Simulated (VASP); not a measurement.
# Si (P6_3/mmc) in VASP: single point with HSE06

Aim: the single point of Si with HSE06.

Everything below comes from runs of VASP 6.6.1. Logs are shortened: lines on timing, memory, paths and dates and some standing lists are left out, and cuts for length are marked.

## 1. The cell of the first run

It takes space group P6_3/mmc (No. 194, hexagonal). The conventional cell has a = 3.985 Å, b = 3.985 Å, c = 6.272 Å, α = 90.00°, β = 90.00°, γ = 120.00°. Si (site symmetry 3m) has 4 Si at 2.38 to 2.42 Å within 3.1 Å.

This isn't the form of Si at room conditions, which is diamond.

## 2. Single point, HSE06 (epitaxial xy strain +4.0%)

Input file POSCAR:

```
Si
1.0
    3.9854147413      0.0000000000      0.0000000000
   -1.9927073707      3.4514704106      0.0000000000
    0.0000000000      0.0000000000      6.2724051797
Si
4
Direct
    0.3333333333      0.6666666667     -0.0022867815
    0.6666666667      0.3333333333      0.4977132185
    0.3333333333      0.6666666667      0.3772867815
    0.6666666667      0.3333333333      0.8772867815
```

Input file INCAR.step1:

```
SYSTEM = Si
PREC = Accurate ; ENCUT = 520
EDIFF = 1E-5 ; ISMEAR = 0
SIGMA = 0.01 ; LREAL = .False.
LASPH = .True. ; NELM = 80
ALGO = Normal ; ISIF = 2
LWAVE = .True. ; LCHARG = .False.
NBANDS = 16 ; GGA = PE
```

Input file INCAR.step2:

```
SYSTEM = Si
PREC = Accurate ; ENCUT = 520
EDIFF = 1E-6 ; ISMEAR = 0
SIGMA = 0.01 ; LREAL = .False.
LASPH = .True. ; NELM = 80
ALGO = Normal ; ISIF = 2
LWAVE = .False. ; LCHARG = .False.
GGA = PE ; LHFCALC = .True.
HFSCREEN = 0.2079 ; PRECFOCK = Normal
NBANDS = 16 ; ISTART = 1
```

Input file KPOINTS:

```
Automatic mesh
0
Gamma
  6 6 4
  0 0 0
```

Potentials or basis: VASP PAW PBE potentials, release 64 (Si).

The run is started by

```
cat potpaw_PBE.64/Si/POTCAR > POTCAR
cp INCAR.step1 INCAR
mpirun -np 1 vasp_std > vasp.out
cp INCAR.step2 INCAR
mpirun -np 1 vasp_std > vasp.out
```

OUTCAR:

```text
SYSTEM = Si
   PREC = Accurate
   ENCUT = 520
   EDIFF = 1E-6
   ISMEAR = 0
   LREAL = .False.
   LASPH = .True.
   NELM = 80
   ISIF = 2
   GGA = PE
   LHFCALC = .True.
   HFSCREEN = 0.2079
   PRECFOCK = Normal
   ISTART = 1

 ion  position               nearest neighbor table
   1  0.333  0.667  0.998-   3 2.38   4 2.42   4 2.42   4 2.42
   2  0.667  0.333  0.498-   4 2.38   3 2.42   3 2.42   3 2.42
   3  0.333  0.667  0.377-   1 2.38   2 2.42   2 2.42   2 2.42
   4  0.667  0.333  0.877-   2 2.38   1 2.42   1 2.42   1 2.42

  LATTYP: Found a hexagonal cell.
 ALAT       =     3.9854147413
 C/A-ratio  =     1.5738400109

  Lattice vectors:

 A1 = (   3.9854147413,   0.0000000000,   0.0000000000)
 A2 = (  -1.9927073707,   3.4514704106,   0.0000000000)
 A3 = (   0.0000000000,   0.0000000000,   6.2724051797)

Analysis of symmetry for initial positions (statically):
=====================================================================
 Subroutine PRICEL returns:
 Original cell was already a primitive cell.

 Routine SETGRP: Setting up the symmetry group for a
 hexagonal supercell.

 Subroutine GETGRP returns: Found 24 space group operations
 (whereof  6 operations were pure point group operations)
 out of a pool of 24 trial point group operations.

The static configuration has the point symmetry C_3v.
 The point group associated with its full space group is D_6h.

Analysis of symmetry for dynamics (positions and initial velocities):
=====================================================================
 Subroutine PRICEL returns:
 Original cell was already a primitive cell.

 Routine SETGRP: Setting up the symmetry group for a
 hexagonal supercell.

 Subroutine GETGRP returns: Found 24 space group operations
 (whereof  6 operations were pure point group operations)
 out of a pool of 24 trial point group operations.

The dynamic configuration has the point symmetry C_3v.
 The point group associated with its full space group is D_6h.

 Subroutine INISYM returns: Found 24 space group operations
 (whereof  6 operations are pure point group operations),
 and found     1 'primitive' translations

----------------------------------------------------------------------------------------

                                     Primitive cell

  volume of cell :      86.2803

  direct lattice vectors                    reciprocal lattice vectors
     3.985414741  0.000000000  0.000000000     0.250914915  0.144865794  0.000000000
    -1.992707371  3.451470411  0.000000000     0.000000000  0.289731587  0.000000000
     0.000000000  0.000000000  6.272405180     0.000000000  0.000000000  0.159428476

  length of vectors
     3.985414741  3.985414741  6.272405180     0.289731587  0.289731587  0.159428476

  position of ions in fractional coordinates (direct lattice)
     0.333333333  0.666666667  0.997713219
     0.666666667  0.333333333  0.497713219
     0.333333333  0.666666667  0.377286781
     0.666666667  0.333333333  0.877286781

  ion indices of the primitive-cell ions
   primitive index   ion index
                 1           1
                 2           2
                 3           3
                 4           4

----------------------------------------------------------------------------------------

 KPOINTS: Automatic mesh

Automatic generation of k-mesh.
 Grid dimensions read from file:
 generate k-points for:    6    6    4

 Generating k-lattice:

  Cartesian coordinates                     Fractional coordinates (reciprocal lattice)
     0.041819152  0.024144299  0.000000000     0.166666667  0.000000000  0.000000000
     0.000000000  0.048288598  0.000000000     0.000000000  0.166666667  0.000000000
     0.000000000  0.000000000  0.039857119     0.000000000  0.000000000  0.250000000

  Length of vectors
     0.048288598  0.048288598  0.039857119

  Shift w.r.t. Gamma in fractional coordinates (k-lattice)
     0.000000000  0.000000000  0.000000000

 Subroutine IBZKPT returns following result:
 ===========================================

 Found     21 irreducible k-points:

 Following reciprocal coordinates:
            Coordinates               Weight
  0.000000  0.000000  0.000000      1.000000
  0.166667  0.000000  0.000000      6.000000
  0.333333 -0.000000  0.000000      6.000000
  0.500000  0.000000  0.000000      3.000000
  0.166667  0.166667  0.000000      6.000000
  0.333333  0.166667  0.000000     12.000000
[... 13 lines left out ...]
  0.333333  0.166667  0.500000     12.000000
  0.333333  0.333333  0.500000      2.000000
   k-points           NKPTS =     21   k-points in BZ     NKDIM =    144   number of bands    NBANDS=     16
   number of dos      NEDOS =    301   number of ions     NIONS =      4
   total plane-waves  NPLWV =  43200
   dimension x,y,z NGX =    30 NGY =   30 NGZ =   48
   dimension x,y,z NGXF=    60 NGYF=   60 NGZF=   96
   ions per type =               4
   NGX,Y,Z   is equivalent  to a cutoff of  12.51, 12.51, 12.72 a.u.
   NGXF,Y,Z  is equivalent  to a cutoff of  25.03, 25.03, 25.44 a.u.
 SYSTEM =  Si
   PREC   = accura    normal or accurate (medium, high low for compatibility)
   ISTART =      1    job   : 0-new  1-cont  2-samecut
   ICHARG =      0    charge: 1-file 2-atom 10-const
   ISPIN  =      1    spin polarized calculation?
   LNONCOLLINEAR =      F non collinear calculations
   LSORBIT =      F    spin-orbit coupling
   LASPH  =      T    aspherical Exc in radial PAW
   ENCUT  =  520.0 eV  38.22 Ry    6.18 a.u.   7.41  7.41 11.66*2*pi/ulx,y,z
   NELM   =     80;   NELMIN=  2; NELMDL=  0     # of ELM steps
   EDIFF  = 0.1E-05   stopping-criterion for ELM
   LREAL  =      F    real-space projection
   EDIFFG = 0.1E-04   stopping-criterion for IOM
   NSW    =      0    number of steps for IOM
   IBRION =     -1    ionic relax: 0-MD 1-quasi-New 2-CG
   NFREE  =      0    steps in history (QN), initial steepest desc. (CG)
   ISIF   =      2    stress and relaxation
   ISYM   =      3    0-nonsym 1-usesym 2-fastsym
   POTIM  = 0.5000    time-step for ionic-motion
   TEBEG  =    0.0;   TEEND  =   0.0 temperature during run
   PSTRESS=    0.0 pullay stress
   NELECT =      16.0000    total number of electrons
   NUPDOWN=      -1.0000    fix difference up-down
   EMIN   =  10.00;   EMAX   =-10.00  energy-range for DOS
   EFERMI =   0.00;   METHOD = LEGACY
   ISMEAR =     0;   SIGMA  =   0.01  broadening in eV -4-tet -1-fermi 0-gaus
   EFERMI_NEDOS =   21; number of points for ismear=-14 and -15
   IALGO  =     38    algorithm
   IMIX   =      1    mixing-type and parameters
     AMIX     =   0.40;   BMIX     =  1.00
     AMIX_MAG =   1.60;   BMIX_MAG =  1.00
  volume/ion in A,a.u.               =      21.57       145.56
  Fermi-wavevector in a.u.,A,eV,Ry     =   0.933564  1.764181 11.858053  0.871542
  Thomas-Fermi vector in A             =   2.060279
   LORBIT       =      0    0 simple, 1 ext, 2 COOP (PROOUT), +10 PAW based schemes
   GGA     = PE    functional components
   LHFCALC =     T    Hartree Fock is set to
   PRECFOCK=normal    Normal, Fast or Accurate (Low or Medium for compatibility)
   ENCUT4O =  -1.0   cutoff for four orbital integrals eV
   NKREDX  =     1    reduce k-point grid by
   NKREDY  =     1    reduce k-point grid by
   NKREDZ  =     1    reduce k-point grid by
   AEXX    =    0.2500 exact exchange contribution
   HFSCREEN=    0.2079 screening length (either q_TF or 0.3 A-1)
   HFSCREENC=   0.2079 screening length for correlation (either q_TF or 0.3 A-1)
   ENCUTFOCK=  -1.0 apply spherical cutoff to Coloumb kernel
   IVDW    =     0    specifies the selected vdW correction
   LEPSILON=     F    determine dielectric tensor
   LRPA    =     F    only Hartree local field effects (RPA)
 non-spin polarized calculation
 Gauss-broadening in eV      SIGMA  =   0.01
  energy-cutoff  :      520.00
  volume of cell :       86.28
 maximum number of plane-waves:      2388
 NGX is ok and might be reduce to    30
  NGX = 24; NGY = 24; NGZ = 36

 number of electron      15.9999999 magnetization

 Free energy of the ion-electron system (eV)
  ---------------------------------------------------
  ext. energy  EPLUGINS =         0.00000000
  ---------------------------------------------------
  free energy    TOTEN  =       -24.84405545 eV

  energy without entropy =      -24.84405545  energy(sigma->0) =      -24.84405545

 E-fermi :   5.0398     XC(G=0):  -7.6127

 val. band max:        4.9373508206   @ k =   0.0000   0.0000   0.0000
 cond. band min:       5.8588181614   @ k =   0.5000   0.0000   0.0000
 fundamental gap:      0.9214673409
 Fermi energy:         5.0398480044

 k-point     1 :       0.0000    0.0000    0.0000
  band No.  band energies     occupation
      1      -8.0209      2.00000
      2      -5.3732      2.00000
      3      -2.5661      2.00000
      4       3.1649      2.00000
      5       3.1649      2.00000
      6       4.8837      2.00000
[... 8 lines left out ...]
     15       9.9462      0.00000
     16      11.6594      0.00000

 k-point     2 :       0.1667    0.0000    0.0000
  band No.  band energies     occupation
      1      -7.6983      2.00000
      2      -5.0385      2.00000
      3      -2.4919      2.00000
      4       1.3343      2.00000
      5       2.6586      2.00000
      6       3.0010      2.00000
[... 8 lines left out ...]
     15      10.9466      0.00000
     16      11.0336      0.00000

 k-point     3 :       0.3333   -0.0000    0.0000
  band No.  band energies     occupation
      1      -6.7816      2.00000
      2      -4.0778      2.00000
      3      -3.0327      2.00000
      4       0.0075      2.00000
      5       0.3632      2.00000
      6       1.9497      2.00000
[... 8 lines left out ...]
     15      12.6549      0.00000
     16      12.7689      0.00000
[... 305 lines left out ...]
 k-point    20 :       0.3333    0.1667    0.5000
  band No.  band energies     occupation
      1      -5.1618      2.00000
      2      -5.1618      2.00000
      3      -2.3819      2.00000
      4      -2.3819      2.00000
      5       1.3536      2.00000
      6       1.3536      2.00000
[... 8 lines left out ...]
     15      12.2450      0.00000
     16      12.2450      0.00000

 k-point    21 :       0.3333    0.3333    0.5000
  band No.  band energies     occupation
      1      -4.5420      2.00000
      2      -4.5420      2.00000
      3      -2.9647      2.00000
      4      -2.9647      2.00000
      5       0.5216      2.00000
      6       0.5216      2.00000
[... 8 lines left out ...]
     15      11.9472      0.00000
     16      11.9472      0.00000

------------------------ aborting loop because EDIFF is reached ----------------------------------------

  FORCE on cell =-STRESS in cart. coord.  units (eV):
  Direction    XX          YY          ZZ          XY          YZ          ZX
  --------------------------------------------------------------------------------------
  -------------------------------------------------------------------------------------
  Total       -4.6974091     -4.6974091     -0.3848900      0.0000000     -0.0000000      0.0000000
  in kB      -87.2282549    -87.2282549     -7.1471909      0.0000000     -0.0000000      0.0000000
  external PRESSURE =     -60.5345669 kB  Pullay stress =       0.0000000 kB

 VOLUME and BASIS-vectors are now :
 -----------------------------------------------------------------------------
  energy-cutoff  :      520.00
  volume of cell :       86.28
      direct lattice vectors                 reciprocal lattice vectors
     3.985414741  0.000000000  0.000000000     0.250914915  0.144865794  0.000000000
    -1.992707371  3.451470411  0.000000000     0.000000000  0.289731587  0.000000000
     0.000000000  0.000000000  6.272405180     0.000000000  0.000000000  0.159428476

 POSITION                                       TOTAL-FORCE (eV/Angst)
 -----------------------------------------------------------------------------------
     -0.00000      2.30098      6.25806         0.000000      0.000000     -0.016159
      1.99271      1.15049      3.12186        -0.000000     -0.000000     -0.016159
     -0.00000      2.30098      2.36650         0.000000      0.000000      0.016159
      1.99271      1.15049      5.50270        -0.000000     -0.000000      0.016159
 -----------------------------------------------------------------------------------
    total drift:                                0.000000      0.000000     -0.000000

  FREE ENERGIE OF THE ION-ELECTRON SYSTEM (eV)
  ---------------------------------------------------
  free  energy   TOTEN  =       -24.8440554511 eV

  energy  without entropy=      -24.8440554511  energy(sigma->0) =      -24.84405545
```

It took 65 min on 1 thread of Oxide Virtual Turin-like, shared host; peak memory 0.29 GiB.

Results:

```
Free energy            : -24.8441 eV
Pressure               : -6.1 GPa
Largest force          : 0.016 eV/Å
Band gap on the k mesh : 0.92 eV (least direct gap 0.95 eV)
```

Forces on the atoms (eV/Å):
```
Si   0.000  0.000 -0.016
Si   0.000  0.000 -0.016
Si   0.000  0.000  0.016
Si   0.000  0.000  0.016
```

Levels at points of the mesh, in eV from the valence-band top:
| k point | band 4 | band 5 | band 6 | band 7 | band 8 | band 9 | band 10 | band 11 | band 12 | band 13 |
| --- | --- | --- | --- | --- | --- | --- | --- | --- | --- | --- |
| (0.00, 0.00, 0.00) | -1.77 | -1.77 | -0.05 | 0.00 | 0.00 | 0.95 | 2.58 | 2.58 | 3.46 | 3.85 |
| (0.50, 0.00, 0.00) | -6.17 | -4.71 | -3.26 | -2.87 | -1.39 | 0.92 | 3.05 | 3.91 | 4.05 | 5.84 |
| (0.00, 0.00, 0.50) | -4.10 | -1.08 | -1.08 | -1.08 | -1.08 | 1.91 | 1.91 | 3.66 | 3.66 | 3.66 |
| (0.50, 0.00, 0.50) | -7.67 | -2.53 | -2.53 | -2.22 | -2.22 | 1.59 | 1.59 | 2.63 | 2.63 | 6.67 |

Caveat: the cell differs from its parent crystal (epitaxial xy strain +4.0%); the stress differs along the axes, from -9 to -1 GPa; the PAW data sets were made with another functional, which shifts forces and pressure a little. A k mesh can miss the band edges.
